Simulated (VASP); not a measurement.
# LuCO4 (I4_1/amd) in VASP: single point with r2SCAN

Aim: the single point of LuCO4 with r2SCAN.

Everything below comes from runs of VASP 6.6.1. Logs are shortened: lines on timing, memory, paths and dates and some standing lists are left out, and cuts for length are marked.

### 1 The cell of the first run

Symmetry: I4_1/amd, No. 141, tetragonal system. The conventional cell has a = 6.542 Å, b = 6.542 Å, c = 5.745 Å, α = 90.00°, β = 90.00°, γ = 90.00°. Within 3.0 Å of Lu (site symmetry -4m2) lie 8 O at 2.25 to 2.31 Å and 2 C at 2.87 Å. Within 1.9 Å of C (site symmetry -4m2) lie 4 O at 1.39 Å. O (site symmetry m) has 1 C at 1.39 Å within 1.9 Å.

### 2 Single point, r2SCAN

POSCAR

```
LuCO4
1.0
   -3.2712330000      3.2712330000      2.8723760000
    3.2712330000     -3.2712330000      2.8723760000
    3.2712330000      3.2712330000     -2.8723760000
Lu C O
2 2 8
Direct
    0.8750000000      0.1250000000      0.7500000000
    0.1250000000      0.8750000000      0.2500000000
    0.6250000000      0.3750000000      0.2500000000
    0.3750000000      0.6250000000      0.7500000000
    0.6463193572      0.2282016748      0.4181176824
    0.2282016748      0.3100839925      0.5818823176
    0.3100839925      0.2282016748      0.0818823176
    0.2282016748      0.6463193572      0.9181176824
    0.3536806428      0.7717983252      0.5818823176
    0.7717983252      0.3536806428      0.0818823176
    0.6899160075      0.7717983252      0.9181176824
    0.7717983252      0.6899160075      0.4181176824
```

INCAR.step1

```
PREC = Accurate
ENCUT = 520
ISMEAR = -1
SIGMA = 0.1
LREAL = F
LASPH = T
NELM = 60
NBANDS = 65
GGA = PE
ALGO = Normal
EDIFF = 1E-4
LWAVE = T
LCHARG = F
```

INCAR.step2

```
PREC = Accurate
ENCUT = 520
EDIFF = 1E-6
ISMEAR = -1
SIGMA = 0.1
LREAL = F
LASPH = T
NELM = 60
ALGO = Normal
ISIF = 2
LWAVE = F
LCHARG = F
METAGGA = R2SCAN
LMIXTAU = T
NBANDS = 65
ISTART = 1
```

KPOINTS

```
Automatic mesh
0
Gamma
  5 5 5
```

Potentials or basis: VASP PAW PBE potentials, release 64 (Lu, C, O).

On the command line:

```sh
$ cat potpaw_PBE.64/Lu/POTCAR potpaw_PBE.64/C/POTCAR potpaw_PBE.64/O/POTCAR > POTCAR
$ cp INCAR.step1 INCAR
$ mpirun -np 1 vasp_std > vasp.out
$ cp INCAR.step2 INCAR
$ mpirun -np 1 vasp_std > vasp.out
```

OUTCAR:

```text
PREC = Accurate
   ENCUT = 520
   EDIFF = 1E-6
   ISMEAR = -1
   LREAL = F
   LASPH = T
   NELM = 60
   ISIF = 2
   METAGGA = R2SCAN
   ISTART = 1

 ion  position               nearest neighbor table
   1  0.875  0.125  0.750-   5 2.25  10 2.25   7 2.25  12 2.25   8 2.31   9 2.31   6 2.31  11 2.31
                             4 2.87   4 2.87   2 3.57   2 3.57   2 3.57   2 3.57
   2  0.125  0.875  0.250-   8 2.25   9 2.25   6 2.25  11 2.25   5 2.31  10 2.31  12 2.31   7 2.31
                             3 2.87   3 2.87   1 3.57   1 3.57   1 3.57   1 3.57
   3  0.625  0.375  0.250-   7 1.39  12 1.39  10 1.39   5 1.39   2 2.87   2 2.87
   4  0.375  0.625  0.750-   6 1.39  11 1.39   9 1.39   8 1.39   1 2.87   1 2.87
   5  0.646  0.228  0.418-   3 1.39   1 2.25   2 2.31
   6  0.228  0.310  0.582-   4 1.39   2 2.25   1 2.31
   7  0.310  0.228  0.082-   3 1.39   1 2.25   2 2.31
   8  0.228  0.646  0.918-   4 1.39   2 2.25   1 2.31
   9  0.354  0.772  0.582-   4 1.39   2 2.25   1 2.31
  10  0.772  0.354  0.082-   3 1.39   1 2.25   2 2.31
  11  0.690  0.772  0.918-   4 1.39   2 2.25   1 2.31
  12  0.772  0.690  0.418-   3 1.39   1 2.25   2 2.31

  LATTYP: Found a body centered tetragonal cell.
 ALAT       =     6.5424660000
 C/A-ratio  =     0.8780713572

  Lattice vectors:

 A1 = (  -3.2712330000,   3.2712330000,   2.8723760000)
 A2 = (   3.2712330000,  -3.2712330000,   2.8723760000)
 A3 = (   3.2712330000,   3.2712330000,  -2.8723760000)

Analysis of symmetry for initial positions (statically):
=====================================================================
 Subroutine PRICEL returns:
 Original cell was already a primitive cell.

 Routine SETGRP: Setting up the symmetry group for a
 body centered tetragonal supercell.

 Subroutine GETGRP returns: Found 16 space group operations
 (whereof  4 operations were pure point group operations)
 out of a pool of 16 trial point group operations.

The static configuration has the point symmetry C_2h.
 The point group associated with its full space group is D_4h.

Analysis of symmetry for dynamics (positions and initial velocities):
=====================================================================
 Subroutine PRICEL returns:
 Original cell was already a primitive cell.

 Routine SETGRP: Setting up the symmetry group for a
 body centered tetragonal supercell.

 Subroutine GETGRP returns: Found 16 space group operations
 (whereof  4 operations were pure point group operations)
 out of a pool of 16 trial point group operations.

The dynamic configuration has the point symmetry C_2h.
 The point group associated with its full space group is D_4h.

 Subroutine INISYM returns: Found 16 space group operations
 (whereof  4 operations are pure point group operations),
 and found     1 'primitive' translations

----------------------------------------------------------------------------------------

                                     Primitive cell

  volume of cell :     122.9488

  direct lattice vectors                    reciprocal lattice vectors
    -3.271233000  3.271233000  2.872376000     0.000000000  0.152847565  0.174071918
     3.271233000 -3.271233000  2.872376000     0.152847565  0.000000000  0.174071918
     3.271233000  3.271233000 -2.872376000     0.152847565  0.152847565  0.000000000

  length of vectors
     5.445408577  5.445408577  5.445408577     0.231653644  0.231653644  0.216159100

  position of ions in fractional coordinates (direct lattice)
     0.875000000  0.125000000  0.750000000
     0.125000000  0.875000000  0.250000000
     0.625000000  0.375000000  0.250000000
     0.375000000  0.625000000  0.750000000
     0.646319357  0.228201675  0.418117682
     0.228201675  0.310083992  0.581882318
     0.310083992  0.228201675  0.081882318
     0.228201675  0.646319357  0.918117682
     0.353680643  0.771798325  0.581882318
     0.771798325  0.353680643  0.081882318
     0.689916008  0.771798325  0.918117682
     0.771798325  0.689916008  0.418117682

  ion indices of the primitive-cell ions
   primitive index   ion index
                 1           1
                 2           2
                 3           3
                 4           4
                 5           5
                 6           6
                 7           7
                 8           8
                 9           9
                10          10
                11          11
                12          12

----------------------------------------------------------------------------------------

 KPOINTS: Automatic mesh

Automatic generation of k-mesh.
 Grid dimensions read from file:
 generate k-points for:    5    5    5

 Generating k-lattice:

  Cartesian coordinates                     Fractional coordinates (reciprocal lattice)
     0.000000000  0.030569513  0.034814384     0.200000000  0.000000000  0.000000000
     0.030569513  0.000000000  0.034814384     0.000000000  0.200000000  0.000000000
     0.030569513  0.030569513  0.000000000     0.000000000  0.000000000  0.200000000

  Length of vectors
     0.046330729  0.046330729  0.043231820

  Shift w.r.t. Gamma in fractional coordinates (k-lattice)
     0.000000000  0.000000000  0.000000000

 Subroutine IBZKPT returns following result:
 ===========================================

 Found     18 irreducible k-points:

 Following reciprocal coordinates:
            Coordinates               Weight
  0.000000  0.000000  0.000000      1.000000
  0.200000  0.000000  0.000000      8.000000
  0.400000  0.000000  0.000000      8.000000
  0.200000  0.200000  0.000000      8.000000
  0.400000  0.200000 -0.000000     16.000000
 -0.400000  0.200000  0.000000     16.000000
[... 10 lines left out ...]
 -0.400000  0.400000  0.400000      4.000000
 -0.400000 -0.400000  0.400000      2.000000
   k-points           NKPTS =     18   k-points in BZ     NKDIM =     18   number of bands    NBANDS=     65
   number of dos      NEDOS =    301   number of ions     NIONS =     12
   total plane-waves  NPLWV =  64000
   dimension x,y,z NGX =    40 NGY =   40 NGZ =   40
   dimension x,y,z NGXF=    80 NGYF=   80 NGZF=   80
   ions per type =               2   2   8
   NGX,Y,Z   is equivalent  to a cutoff of  12.21, 12.21, 12.21 a.u.
   NGXF,Y,Z  is equivalent  to a cutoff of  24.42, 24.42, 24.42 a.u.
 SYSTEM =  unknown system
   PREC   = accura    normal or accurate (medium, high low for compatibility)
   ISTART =      1    job   : 0-new  1-cont  2-samecut
   ICHARG =      0    charge: 1-file 2-atom 10-const
   ISPIN  =      1    spin polarized calculation?
   LNONCOLLINEAR =      F non collinear calculations
   LSORBIT =      F    spin-orbit coupling
   LASPH  =      T    aspherical Exc in radial PAW
   ENCUT  =  520.0 eV  38.22 Ry    6.18 a.u.  10.12 10.12 10.12*2*pi/ulx,y,z
   NELM   =     60;   NELMIN=  2; NELMDL=  0     # of ELM steps
   EDIFF  = 0.1E-05   stopping-criterion for ELM
   LREAL  =      F    real-space projection
[... 7 lines left out ...]
   TEBEG  =    0.0;   TEEND  =   0.0 temperature during run
   PSTRESS=    0.0 pullay stress
   NELECT =     106.0000    total number of electrons
   NUPDOWN=      -1.0000    fix difference up-down
   EMIN   =  10.00;   EMAX   =-10.00  energy-range for DOS
   EFERMI =   0.00;   METHOD = LEGACY
   ISMEAR =    -1;   SIGMA  =   0.10  broadening in eV -4-tet -1-fermi 0-gaus
   EFERMI_NEDOS =   21; number of points for ismear=-14 and -15
   IALGO  =     38    algorithm
   IMIX   =      4    mixing-type and parameters
     AMIX     =   0.40;   BMIX     =  1.00
     AMIX_MAG =   1.60;   BMIX_MAG =  1.00
  volume/ion in A,a.u.               =      10.25        69.14
  Fermi-wavevector in a.u.,A,eV,Ry     =   1.558124  2.944428 33.031553  2.427751
  Thomas-Fermi vector in A             =   2.661674
   LORBIT       =      0    0 simple, 1 ext, 2 COOP (PROOUT), +10 PAW based schemes
   METAGGA = R2SCAN    functional components
   LHFCALC =     F    Hartree Fock is set to
   AEXX    =    0.0000 exact exchange contribution
   IVDW    =     0    specifies the selected vdW correction
   LEPSILON=     F    determine dielectric tensor
   LRPA    =     F    only Hartree local field effects (RPA)
 non-spin polarized calculation
  energy-cutoff  :      520.00
  volume of cell :      122.95
 maximum number of plane-waves:      3334
   NGX = 21   NGY = 21   NGZ = 21

 number of electron     105.9999995 magnetization

 Free energy of the ion-electron system (eV)
  ---------------------------------------------------
  ext. energy  EPLUGINS =         0.00000000
  ---------------------------------------------------
  free energy    TOTEN  =      -168.80957298 eV

  energy without entropy =     -168.50443219  energy(sigma->0) =     -168.65700259

 E-fermi :   1.1960     XC(G=0): -12.1104

 val. band max:        1.1941339160   @ k =   0.2000   0.0000   0.0000
 cond. band min:       1.1975688178   @ k =  -0.2000  -0.4000   0.2000
 fundamental gap:      0.0034349018
 Fermi energy:         1.1960196524

 k-point     1 :       0.0000    0.0000    0.0000
  band No.  band energies     occupation
      1     -53.8316      2.00000
      2     -53.8157      2.00000
      3     -24.1952      2.00000
      4     -24.1952      2.00000
      5     -24.0924      2.00000
      6     -23.9798      2.00000
[... 57 lines left out ...]
     64      10.4983      0.00000
     65      11.1645      0.00000

 k-point     2 :       0.2000    0.0000    0.0000
  band No.  band energies     occupation
      1     -53.8305      2.00000
      2     -53.8168      2.00000
      3     -24.2324      2.00000
      4     -24.1984      2.00000
      5     -24.1093      2.00000
      6     -24.0468      2.00000
[... 1077 lines left out ...]
     64      11.1010      0.00000
     65      12.6375      0.00000

 k-point    18 :      -0.4000   -0.4000    0.4000
  band No.  band energies     occupation
      1     -53.8261      2.00000
      2     -53.8212      2.00000
      3     -24.2196      2.00000
      4     -24.2195      2.00000
      5     -24.1578      2.00000
      6     -24.0369      2.00000
[... 57 lines left out ...]
     64      10.7417      0.00000
     65      12.8192      0.00000

------------------------ aborting loop because EDIFF is reached ----------------------------------------

  FORCE on cell =-STRESS in cart. coord.  units (eV):
  Direction    XX          YY          ZZ          XY          YZ          ZX
  --------------------------------------------------------------------------------------
  -------------------------------------------------------------------------------------
  Total        0.4062797      0.4062797     -2.9247172     -0.0000000      0.0000000      0.0000000
  in kB        5.2943361      5.2943361    -38.1127451     -0.0000000      0.0000000      0.0000000
  external PRESSURE =      -9.1746910 kB  Pullay stress =       0.0000000 kB

 VOLUME and BASIS-vectors are now :
 -----------------------------------------------------------------------------
  energy-cutoff  :      520.00
  volume of cell :      122.95
      direct lattice vectors                 reciprocal lattice vectors
    -3.271233000  3.271233000  2.872376000     0.000000000  0.152847565  0.174071918
     3.271233000 -3.271233000  2.872376000     0.152847565  0.000000000  0.174071918
     3.271233000  3.271233000 -2.872376000     0.152847565  0.152847565  0.000000000

 POSITION                                       TOTAL-FORCE (eV/Angst)
 -----------------------------------------------------------------------------------
     -0.00000      4.90685      0.71809         0.000000     -0.000000     -0.000000
      3.27123     -1.63562      2.15428         0.000000     -0.000000     -0.000000
     -0.00000      1.63562      2.15428         0.000000     -0.000000     -0.000000
      3.27123      1.63562      0.71809        -0.000000     -0.000000     -0.000000
     -0.00000      2.73552      1.31096        -0.000000      0.145718     -0.071130
      2.17133      1.63562     -0.12523        -0.145718     -0.000000     -0.071130
     -0.00000      0.53571      1.31096        -0.000000     -0.145718     -0.071130
      4.37114      1.63562     -0.12523         0.145718      0.000000     -0.071130
      3.27123      0.53571      1.56141        -0.000000     -0.145718      0.071130
     -1.09990      1.63562      2.99760        -0.145718     -0.000000      0.071130
      3.27123      2.73552      1.56141         0.000000      0.145718      0.071130
      1.09990      1.63562      2.99760         0.145718      0.000000      0.071130
 -----------------------------------------------------------------------------------
    total drift:                                0.000000      0.000000     -0.000000

  FREE ENERGIE OF THE ION-ELECTRON SYSTEM (eV)
  ---------------------------------------------------
  free  energy   TOTEN  =      -168.8095729815 eV

  energy  without entropy=     -168.5044321891  energy(sigma->0) =     -168.65700259
```

Run time: 10 min. Hardware: 1 thread of Intel Xeon Platinum 8259CL at 2.50GHz (Skylake/Cascade Lake), shared host; peak memory 0.34 GiB.

Results:

```yaml
Free_energy: -168.8096 eV
Pressure: -0.9 GPa
Largest_force: 0.162 eV/Å
Band_gap_on_the_k_mesh: zero (bands 53 and 54 overlap by 0.47 eV)
```

Forces on the atoms (eV/Å):
```
Lu   0.000  0.000  0.000
Lu   0.000  0.000  0.000
C    0.000  0.000  0.000
C    0.000  0.000  0.000
O    0.000  0.146 -0.071
O   -0.146  0.000 -0.071
O    0.000 -0.146 -0.071
O    0.146  0.000 -0.071
O    0.000 -0.146  0.071
O   -0.146  0.000  0.071
O    0.000  0.146  0.071
O    0.146  0.000  0.071
```

Caveat: the PAW data sets were made with another functional, which shifts forces and pressure a little; spin-orbit coupling is left out, which moves the levels of the heavy elements.
